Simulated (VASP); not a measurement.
Wanted: the native input for a VASP 6.6.1 run.

```yaml
Task: single point
Functional: LDA
Potentials_or_basis: VASP PAW LDA potentials, release 64 (Hf_pv, O)
Cutoff: 520 eV
k_mesh: 6 × 6 × 4
Occupations: gaussian, width 0.01 eV
Spin: no spin polarisation
Dipole_correction: no
Further_INCAR_settings: ALGO = Normal; EDIFF = 1e-06; NBANDS = 31
```

The structure of HfO2 lies in POSCAR:

```
HfO2
1.0
    3.5580193300      0.0000000000      0.0000000000
    0.0000000000      3.5580193300      0.0000000000
    0.0000000000      0.0000000000      5.1718612100
Hf O
2 4
Direct
    0.5000000014      0.5000000014      0.5000000010
    0.0000000000      0.0000000000      0.0000000000
    0.0000000000      0.5000000014      0.6972078800
    0.5000000014      0.0000000000      0.8027921209
    0.5000000014      0.0000000000      0.3027921200
    0.0000000000      0.5000000014      0.1972078791
```

One way to write it, as run:

INCAR

```
SYSTEM = HfO2
PREC = Accurate ; ENCUT = 520
EDIFF = 1E-6 ; ISMEAR = 0
SIGMA = 0.01 ; LREAL = .FALSE.
LASPH = .TRUE. ; NELM = 80
ALGO = Normal ; ISIF = 2
LWAVE = .FALSE. ; LCHARG = .FALSE.
GGA = CA ; NBANDS = 31
```

KPOINTS

```
regular mesh
0
G
  6 6 4
  0 0 0
```

Potentials or basis: VASP PAW LDA potentials, release 64 (Hf_pv, O).

Launch:

```bash
$ cat potpaw_LDA.64/Hf_pv/POTCAR potpaw_LDA.64/O/POTCAR > POTCAR
$ mpirun -np 1 vasp_std > vasp.out
```

Results of the run:

```yaml
Pressure: -7.4 GPa
Band_gap_on_the_k_mesh: 4.55 eV, indirect (least direct gap 4.63 eV)
```

Caveat: spin-orbit coupling is left out, which moves the levels of the heavy elements.

It took 93 s on 1 thread of AMD EPYC 7R43 64-Core Processor (Zen 3), with other jobs on the host, peak memory 0.14 GiB.
